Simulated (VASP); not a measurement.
Wanted: the native input for a VASP 6.6.1 run.

```
Task                   : single point
Functional             : PBE
Potentials or basis    : VASP PAW PBE potentials, release 64 (Ba_sv)
Cutoff                 : 520 eV
k mesh                 : 13 × 13 × 13
Occupations            : fermi-dirac, width 0.1 eV
Spin                   : no spin polarisation
Dipole correction      : no
Further INCAR settings : ALGO = Normal; EDIFF = 1e-07; NBANDS = 11
```

The structure of Ba lies in POSCAR:

```
Ba
1.0
   -2.5124914082      2.5124914082      2.5124914082
    2.5124914082     -2.5124914082      2.5124914082
    2.5124914082      2.5124914082     -2.5124914082
Ba
1
Direct
    0.0000000000      0.0000000000      0.0000000000
```

The input as run:

INCAR

```
PREC = Accurate ; ENCUT = 520
EDIFF = 1E-7 ; ISMEAR = -1
SIGMA = 0.1 ; LREAL = False
LASPH = True ; NELM = 60
ALGO = Normal ; ISIF = 2
LWAVE = False ; LCHARG = False
GGA = PE ; NBANDS = 11
```

KPOINTS

```
Automatic mesh
0
Gamma
  13 13 13
```

Potentials or basis: VASP PAW PBE potentials, release 64 (Ba_sv).

Launch:

```bash
$ cat potpaw_PBE.64/Ba_sv/POTCAR > POTCAR
$ mpirun -np 1 vasp_std > vasp.out
```

Results of the run:

```json
{
 "Pressure": "0.0 GPa",
 "Band gap on the k mesh": "zero (bands 5 and 6 overlap by 0.99 eV)"
}
```

Caveat: spin-orbit coupling is left out, which moves the levels of the heavy elements.

It took 65 s on 1 thread of AMD EPYC 7R13, on a shared host, peak memory 0.18 GiB.
